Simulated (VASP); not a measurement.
# RbBr (R-3m) in VASP: a series of runs

The runs below take RbBr through single point, with PBE, r2SCAN, HSE06.

All numbers are computed with VASP 6.6.1; they aren't measurements. Logs are shortened: lines on timing, memory, paths and dates and some standing lists are left out, and cuts for length are marked.

### 1 The cell of the first run

The structure is trigonal, space group R-3m (No. 166). The conventional cell has a = 4.634 Å, b = 4.634 Å, c = 12.711 Å, α = 90.00°, β = 90.00°, γ = 120.00°. Rb (site symmetry -3m) has 6 Br at 3.41 Å and 6 Rb at 4.63 Å within 4.7 Å. Br (site symmetry -3m) has 6 Rb at 3.41 Å and 6 Br at 4.63 Å within 4.7 Å.

### 2 Single point, PBE (epitaxial 111 strain -5.3%)

INCAR

```
SYSTEM = RbBr
PREC = Accurate
ENCUT = 520
EDIFF = 1E-6
ISMEAR = -1
SIGMA = 0.02
LREAL = .False.
LASPH = .True.
NELM = 60
ALGO = Normal
ISIF = 2
LWAVE = .False.
LCHARG = .False.
GGA = PE
NBANDS = 15
```

KPOINTS

```
regular mesh
0
Gamma
  6 6 6
  0 0 0
```

POSCAR

```
RbBr
1.0
    0.2615355565      3.5385917975      3.5385917975
    3.5385917975      0.2615355565      3.5385917975
    3.5385917975      3.5385917975      0.2615355565
Rb Br
1 1
Direct
    0.0000000000      0.0000000000      0.0000000000
    0.5000000000      0.5000000000      0.5000000000
```

Potentials or basis: VASP PAW PBE potentials, release 64 (Rb_sv, Br).

The run is started by

```
$ cat potpaw_PBE.64/Rb_sv/POTCAR potpaw_PBE.64/Br/POTCAR > POTCAR
$ mpirun -np 1 vasp_std > vasp.out
```

OUTCAR:

```text
SYSTEM = RbBr
   PREC = Accurate
   ENCUT = 520
   EDIFF = 1E-6
   ISMEAR = -1
   LREAL = .False.
   LASPH = .True.
   NELM = 60
   ISIF = 2
   GGA = PE

 ion  position               nearest neighbor table
   1  0.000  0.000  0.000-   2 3.41   2 3.41   2 3.41   2 3.41   2 3.41   2 3.41
   2  0.500  0.500  0.500-   1 3.41   1 3.41   1 3.41   1 3.41   1 3.41   1 3.41

  LATTYP: Found a trigonal (rhomboedric) cell.
 ALAT       =     5.0111540254
 COS(alpha) =     0.5723462483

  Lattice vectors:

 A1 = (   0.2615355565,   3.5385917975,   3.5385917975)
 A2 = (   3.5385917975,   0.2615355565,   3.5385917975)
 A3 = (   3.5385917975,   3.5385917975,   0.2615355565)

Analysis of symmetry for initial positions (statically):
=====================================================================
 Subroutine PRICEL returns:
 Original cell was already a primitive cell.

 Routine SETGRP: Setting up the symmetry group for a
 trigonal (rhombohedral) supercell.

 Subroutine GETGRP returns: Found 12 space group operations
 (whereof 12 operations were pure point group operations)
 out of a pool of 12 trial point group operations.

The static configuration has the point symmetry D_3d.

Analysis of symmetry for dynamics (positions and initial velocities):
=====================================================================
 Subroutine PRICEL returns:
 Original cell was already a primitive cell.

 Routine SETGRP: Setting up the symmetry group for a
 trigonal (rhombohedral) supercell.

 Subroutine GETGRP returns: Found 12 space group operations
 (whereof 12 operations were pure point group operations)
 out of a pool of 12 trial point group operations.

The dynamic configuration has the point symmetry D_3d.

 Subroutine INISYM returns: Found 12 space group operations
 (whereof 12 operations are pure point group operations),
 and found     1 'primitive' translations

----------------------------------------------------------------------------------------

                                     Primitive cell

  volume of cell :      78.8112

  direct lattice vectors                    reciprocal lattice vectors
     0.261535556  3.538591798  3.538591798    -0.158013426  0.147138493  0.147138493
     3.538591798  0.261535556  3.538591798     0.147138493 -0.158013426  0.147138493
     3.538591798  3.538591798  0.261535556     0.147138493  0.147138493 -0.158013426

  length of vectors
     5.011154025  5.011154025  5.011154025     0.261280912  0.261280912  0.261280912

  position of ions in fractional coordinates (direct lattice)
[... 85 lines left out ...]
   ISIF   =      2    stress and relaxation
   ISYM   =      2    0-nonsym 1-usesym 2-fastsym
   POTIM  = 0.5000    time-step for ionic-motion
   TEBEG  =    0.0;   TEEND  =   0.0 temperature during run
   PSTRESS=    0.0 pullay stress
   NELECT =      16.0000    total number of electrons
   NUPDOWN=      -1.0000    fix difference up-down
   EMIN   =  10.00;   EMAX   =-10.00  energy-range for DOS
   EFERMI =   0.00;   METHOD = LEGACY
   ISMEAR =    -1;   SIGMA  =   0.02  broadening in eV -4-tet -1-fermi 0-gaus
   EFERMI_NEDOS =   21; number of points for ismear=-14 and -15
   IALGO  =     38    algorithm
   IMIX   =      4    mixing-type and parameters
     AMIX     =   0.40;   BMIX     =  1.00
     AMIX_MAG =   1.60;   BMIX_MAG =  1.00
  volume/ion in A,a.u.               =      39.41       265.92
  Fermi-wavevector in a.u.,A,eV,Ry     =   0.962171  1.818239 12.595900  0.925773
  Thomas-Fermi vector in A             =   2.091606
   LORBIT       =      0    0 simple, 1 ext, 2 COOP (PROOUT), +10 PAW based schemes
   GGA     = PE    functional components
   LHFCALC =     F    Hartree Fock is set to
   AEXX    =    0.0000 exact exchange contribution
   IVDW    =     0    specifies the selected vdW correction
   LEPSILON=     F    determine dielectric tensor
   LRPA    =     F    only Hartree local field effects (RPA)
 non-spin polarized calculation
  energy-cutoff  :      520.00
  volume of cell :       78.81
 maximum number of plane-waves:      2146
 NGX is ok and might be reduce to    40
   NGX = 19   NGY = 19   NGZ = 19

 number of electron      15.9999999 magnetization

 Free energy of the ion-electron system (eV)
  ---------------------------------------------------
  ext. energy  EPLUGINS =         0.00000000
  ---------------------------------------------------
  free energy    TOTEN  =        -6.06688082 eV

  energy without entropy =       -6.06688082  energy(sigma->0) =       -6.06688082

 E-fermi :  -1.1460     XC(G=0):  -7.3241

 val. band max:       -1.5628134453   @ k =   0.0000   0.0000   0.0000
 cond. band min:       2.7105533033   @ k =   0.0000   0.0000   0.0000
 fundamental gap:      4.2733667486
 Fermi energy:        -1.1459543781

 k-point     1 :       0.0000    0.0000    0.0000
  band No.  band energies     occupation
      1     -26.0785      2.00000
      2     -13.8475      2.00000
      3     -10.1570      2.00000
      4     -10.1485      2.00000
      5     -10.1485      2.00000
      6      -1.7691      2.00000
      7      -1.5628      2.00000
      8      -1.5628      2.00000
      9       2.7106      0.00000
     10       5.1394      0.00000
     11       5.8995      0.00000
     12       5.8995      0.00000
     13       6.5967      0.00000
     14       6.5967      0.00000
[... 401 lines left out ...]
      2     -13.8065      2.00000
      3     -10.3404      2.00000
      4     -10.2468      2.00000
      5     -10.1529      2.00000
      6      -2.0973      2.00000
      7      -2.0817      2.00000
      8      -1.8927      2.00000
      9       4.6354      0.00000
     10       6.2529      0.00000
     11       6.3477      0.00000
     12       7.2554      0.00000
     13       8.3247      0.00000
     14       9.3595      0.00000
     15       9.8060      0.00000

 [... further k-points ...]
[... 5 lines left out ...]
  --------------------------------------------------------------------------------------
  -------------------------------------------------------------------------------------
  Total        0.6300015      0.6300015      0.6300015     -0.1720990     -0.1720990     -0.1720990
  in kB       12.8074918     12.8074918     12.8074918     -3.4986539     -3.4986539     -3.4986539
  external PRESSURE =      12.8074918 kB  Pullay stress =       0.0000000 kB

 VOLUME and BASIS-vectors are now :
 -----------------------------------------------------------------------------
  energy-cutoff  :      520.00
  volume of cell :       78.81
      direct lattice vectors                 reciprocal lattice vectors
     0.261535556  3.538591798  3.538591798    -0.158013426  0.147138493  0.147138493
     3.538591798  0.261535556  3.538591798     0.147138493 -0.158013426  0.147138493
     3.538591798  3.538591798  0.261535556     0.147138493  0.147138493 -0.158013426

 POSITION                                       TOTAL-FORCE (eV/Angst)
 -----------------------------------------------------------------------------------
      0.00000      0.00000      0.00000         0.000000     -0.000000     -0.000000
      3.66936      3.66936      3.66936        -0.000000      0.000000      0.000000
 -----------------------------------------------------------------------------------
    total drift:                                0.000000     -0.000000     -0.000000

  FREE ENERGIE OF THE ION-ELECTRON SYSTEM (eV)
  ---------------------------------------------------
  free  energy   TOTEN  =        -6.0668808247 eV

  energy  without entropy=       -6.0668808247  energy(sigma->0) =       -6.06688082
```

OSZICAR:

```text
N       E                     dE             d eps       ncg     rms          rms(c)
DAV:   1     0.851982550123E+02    0.85198E+02   -0.66756E+03   960   0.916E+02
DAV:   2    -0.198363122291E+00   -0.85397E+02   -0.78104E+02  1320   0.163E+02
DAV:   3    -0.612255883799E+01   -0.59242E+01   -0.58986E+01  1306   0.450E+01
DAV:   4    -0.628594568802E+01   -0.16339E+00   -0.16336E+00  1380   0.691E+00
DAV:   5    -0.628722372187E+01   -0.12780E-02   -0.12780E-02  1369   0.599E-01    0.298E+00
DAV:   6    -0.607296639475E+01    0.21426E+00   -0.25539E-01  1198   0.236E+00    0.199E+00
DAV:   7    -0.605518505064E+01    0.17781E-01   -0.12397E-01  1268   0.175E+00    0.983E-01
DAV:   8    -0.606608243137E+01   -0.10897E-01   -0.13698E-02   989   0.698E-01    0.109E-01
DAV:   9    -0.606642887764E+01   -0.34645E-03   -0.55934E-04  1317   0.126E-01    0.683E-02
DAV:  10    -0.606687463737E+01   -0.44576E-03   -0.61654E-04   995   0.134E-01    0.268E-02
DAV:  11    -0.606687492486E+01   -0.28749E-06   -0.34134E-05  1304   0.304E-02    0.651E-03
DAV:  12    -0.606688057793E+01   -0.56531E-05   -0.84767E-06   981   0.185E-02    0.176E-03
DAV:  13    -0.606688082472E+01   -0.24680E-06   -0.40543E-07  1089   0.345E-03
   1 F= -.60668808E+01 E0= -.60668808E+01  d E =-.935298E-11
```

stdout:

```text
POSCAR found type information on POSCAR RbBr
 POSCAR found :  2 types and       2 ions
 scaLAPACK will be used
 LDA part: xc-table for (Slater+PW92), standard interpolation
 POSCAR, INCAR and KPOINTS ok, starting setup
 FFT: planning ... GRIDC
 FFT: planning ... GRID_SOFT
 FFT: planning ... GRID
 WAVECAR not read
 entering main loop
```

Wall time 25 s (1 thread of Intel Xeon 6975P-C (Granite Rapids), shared host); peak memory 0.24 GiB.

Results:

```yaml
Free_energy: -6.0669 eV
Pressure: 1.3 GPa
Band_gap_on_the_k_mesh: 4.27 eV
```

Levels at points of the mesh, in eV from the valence-band top:
```
           k point  band 4  band 5  band 6  band 7  band 8  band 9  band 10  band 11  band 12  band 13
(0.00, 0.00, 0.00)   -8.59   -8.59   -0.21    0.00    0.00    4.27     6.70     7.46     7.46     8.16
(0.50, 0.00, 0.00)   -8.61   -8.54   -1.11   -0.61   -0.38    6.79     7.62     9.29     9.70     9.95
(0.50, 0.50, 0.00)   -8.66   -8.66   -0.59   -0.31   -0.16    5.48     7.07     9.07     9.20     9.21
(0.50, 0.50, 0.50)   -8.59   -8.47   -1.14   -0.28   -0.28    6.75     7.27     9.19     9.19    10.39
```

Caveat: the cell differs from its parent crystal (epitaxial 111 strain -5.3%).

### 3 Single point, r2SCAN (epitaxial 111 strain -5.3%)

POSCAR is that of step 2.

INCAR.step1

```
ALGO     = Normal         # electronic algorithm
EDIFF    = 1E-4           # SCF threshold, eV
ENCUT    = 520            # plane-wave cutoff, eV
GGA      = PE             # functional
ISMEAR   = 0              # smearing method
LASPH    = T              # aspherical terms in the spheres
LCHARG   = F              # write CHGCAR
LREAL    = F              # projectors in reciprocal space
LWAVE    = T              # write WAVECAR
NBANDS   = 15             # bands
NELM     = 100            # most SCF steps
PREC     = Accurate       # precision mode
SIGMA    = 0.01           # smearing width, eV
```

INCAR.step2

```
ALGO     = Normal         # electronic algorithm
EDIFF    = 1E-6           # SCF threshold, eV
ENCUT    = 520            # plane-wave cutoff, eV
ISIF     = 2              # what is computed and relaxed
ISMEAR   = 0              # smearing method
ISTART   = 1            
LASPH    = T              # aspherical terms in the spheres
LCHARG   = T              # write CHGCAR
LELF     = T              # ELF
LMIXTAU  = T            
LREAL    = F              # projectors in reciprocal space
LVHAR    = T            
LWAVE    = F              # write WAVECAR
METAGGA  = R2SCAN         # meta-GGA
NBANDS   = 15             # bands
NELM     = 100            # most SCF steps
PREC     = Accurate       # precision mode
SIGMA    = 0.01           # smearing width, eV
```

KPOINTS

```
k-points
0
Gamma
  6 6 6
```

Potentials or basis: VASP PAW PBE potentials, release 64 (Rb_sv, Br).

The run is started by

```
$ cat potpaw_PBE.64/Rb_sv/POTCAR potpaw_PBE.64/Br/POTCAR > POTCAR
$ cp INCAR.step1 INCAR
$ mpirun -np 1 vasp_std > vasp.out
$ cp INCAR.step2 INCAR
$ mpirun -np 1 vasp_std > vasp.out
```

It took 1.7 min on 1 thread of Intel Xeon 6975P-C (Granite Rapids), shared host; peak memory 0.26 GiB.

The run converged. Its results:

| Item | Value |
| --- | --- |
| Free energy | -31.1267 eV |
| Pressure | 0.7 GPa |
| Band gap on the k mesh | 4.88 eV |

Stress tensor (GPa, compression positive):
```
 0.74 -0.35 -0.35
-0.35  0.74 -0.35
-0.35 -0.35  0.74
```

Levels at points of the mesh, in eV from the valence-band top:
```
           k point  band 6  band 7  band 8  band 9  band 10  band 11
(0.00, 0.00, 0.00)   -0.21    0.00    0.00    4.88     7.28     8.08
(0.50, 0.00, 0.00)   -1.09   -0.60   -0.38    7.26     8.17    10.02
(0.50, 0.50, 0.00)   -0.60   -0.32   -0.16    5.93     7.88     9.71
(0.50, 0.50, 0.50)   -1.12   -0.27   -0.27    7.26     7.81     9.91
```

Caveat: the cell differs from its parent crystal (epitaxial 111 strain -5.3%); the PAW data sets were made with another functional, which shifts forces and pressure a little.

### 4 Single point, HSE06 (epitaxial 111 strain -5.3%)

POSCAR is that of step 3.

INCAR.step1

```
SYSTEM = RbBr
PREC = Accurate
ENCUT = 520
EDIFF = 1E-5
ISMEAR = 0
SIGMA = 0.01
LREAL = .FALSE.
LASPH = .TRUE.
NELM = 100
ALGO = Normal
ISIF = 2
LWAVE = .TRUE.
LCHARG = .FALSE.
NBANDS = 15
GGA = PE
```

INCAR.step2

```
SYSTEM = RbBr
PREC = Accurate
ENCUT = 520
EDIFF = 1E-6
ISMEAR = 0
SIGMA = 0.01
LREAL = .FALSE.
LASPH = .TRUE.
NELM = 100
ALGO = Normal
ISIF = 2
LWAVE = .FALSE.
LCHARG = .FALSE.
GGA = PE
LHFCALC = .TRUE.
HFSCREEN = 0.2079
PRECFOCK = Normal
NBANDS = 15
ISTART = 1
```

KPOINTS

```
regular mesh
0
G
  4 4 4
  0 0 0
```

The run is started by

```
$ cat potpaw_PBE.64/Rb_sv/POTCAR potpaw_PBE.64/Br/POTCAR > POTCAR
$ cp INCAR.step1 INCAR
$ mpirun -np 1 vasp_std > vasp.out
$ cp INCAR.step2 INCAR
$ mpirun -np 1 vasp_std > vasp.out
```

It took 9.1 min on 1 thread of Intel Xeon 6975P-C (Granite Rapids), shared host; peak memory 0.34 GiB.

Results (log left out):

| Item | Value |
| --- | --- |
| Free energy | -7.0354 eV |
| Pressure | 1.0 GPa |
| Band gap on the k mesh | 5.43 eV |

Stress tensor (GPa, compression positive):
```
 1.01 -0.37 -0.37
-0.37  1.01 -0.37
-0.37 -0.37  1.01
```

Levels at points of the mesh, in eV from the valence-band top:
```tsv
k point	band 4	band 5	band 6	band 7	band 8	band 9	band 10	band 11	band 12	band 13
(0.00, 0.00, 0.00)	-9.10	-9.10	-0.21	0.00	0.00	5.43	7.94	8.75	8.75	9.51
(0.50, 0.00, 0.00)	-9.13	-9.05	-1.15	-0.63	-0.40	7.93	8.89	10.70	10.97	11.41
(0.50, 0.50, 0.00)	-9.18	-9.18	-0.62	-0.33	-0.17	6.63	8.37	10.43	10.49	10.65
(0.50, 0.50, 0.50)	-9.10	-8.97	-1.17	-0.29	-0.29	7.90	8.52	10.61	10.61	11.69
```

Caveat: the cell differs from its parent crystal (epitaxial 111 strain -5.3%); the PAW data sets were made with another functional, which shifts forces and pressure a little.

### 5 Summary

```csv
level,k mesh,smearing,grid for exact exchange (PRECFOCK),share of exact exchange,screening parameter,gap on the mesh (eV),pressure (GPa)
PBE,6 × 6 × 6,fermi-dirac 0.02 eV,-,-,-,4.27,1.3
r2SCAN,6 × 6 × 6,gaussian 0.01 eV,-,-,-,4.88,0.7
HSE06,4 × 4 × 4,gaussian 0.01 eV,Normal,0.25,0.2079 1/Å,5.43,1.0
```

Alike in all rows: task single point; potentials or basis VASP PAW PBE potentials, release 64 (Rb_sv, Br); no spin polarisation; cell as given; cutoff (eV) 520.

Caveats: the PAW data sets were made with another functional, which shifts forces and pressure a little (at least some runs).

Absolute energies hang on the potentials; compare differences alone.
